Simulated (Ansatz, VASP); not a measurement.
**SiC: VASP beside Ansatz**

The input INCAR:

```
SYSTEM = SiC
ALGO     = Normal         ! electronic algorithm
EDIFF    = 1E-6           ! SCF threshold, eV
ENCUT    = 520            ! plane-wave cutoff, eV
GGA      = PE             ! functional
ISIF     = 2              ! what is computed and relaxed
ISMEAR   = 0              ! smearing method
LASPH    = .TRUE.         ! aspherical terms in the spheres
LCHARG   = .TRUE.         ! write CHGCAR
LELF     = .TRUE.         ! ELF
LREAL    = .FALSE.        ! projectors in reciprocal space
LVHAR    = .TRUE.       
LWAVE    = .FALSE.        ! write WAVECAR
NBANDS   = 11             ! bands
NELM     = 80             ! most SCF steps
PREC     = Accurate       ! precision mode
SIGMA    = 0.05           ! smearing width, eV
```

The input KPOINTS:

```
k-points
0
G
  12 12 12
  0 0 0
```

POSCAR

```
SiC
1.0
    0.0000000000      2.1837311795      2.1837311795
    2.1837311795      0.0000000000      2.1837311795
    2.2311909371      2.2311909371     -0.0474597576
Si C
1 1
Direct
    0.0000000000      0.0000000000      0.0000000000
    0.7500000000      0.7500000000      0.7500000000
```

Input for Ansatz:

```yaml
crystal:
  lattice:
    - [0.0, 2.1837311795, 2.1837311795]
    - [2.1837311795, 0.0, 2.1837311795]
    - [2.2311909371, 2.2311909371, -0.0474597576]
  atoms:
    - { symbol: Si, position: [0.0, 0.0, 0.0] }
    - { symbol: C, position: [0.75, 0.75, 0.75] }
basis:
  ecutwfc: 520.0
kpoints:
  mp_grid: { grid: [12, 12, 12] }
hamiltonian:
  xc: pbe
scf:
  occupations: { method: gaussian, width: 0.05 }
output:
  forces: true
  stress: true
  eigenvalues: true
```

Alike in both runs: task single point; functional PBE; k mesh 12 × 12 × 12; occupations gaussian, width 0.05 eV; no spin polarisation.

|  | VASP | Ansatz |
| --- | --- | --- |
| version | VASP 6.6.1 | Ansatz 0.2.0 |
| potentials or method | VASP PAW PBE potentials, release 64 (Si, C), cutoff 520 eV | scalar-relativistic, plane waves, PAW |
| valence electrons in the cell | 8 | 8 |

|  | VASP | Ansatz | Ansatz less VASP |
| --- | --- | --- | --- |
| gap on the k mesh at the Fermi level (eV) | 1.32 | 1.32 | +0.003 |
| least direct gap on the mesh (eV) | 4.33 | 4.33 | +0.004 |
| pressure (GPa) | -4.5 | -4.5 | +0.03 |
| traceless stress, the component that is largest in VASP (GPa) | -5.17 | -5.15 | +0.021 |
| rms of the force components (eV/Å) | 0.109 | 0.109 | +0.0002 |

Atom by atom the forces differ by 0.000 eV/Å (rms over components). With one functional, cell and mesh, what is left measures potentials, basis and numerics.
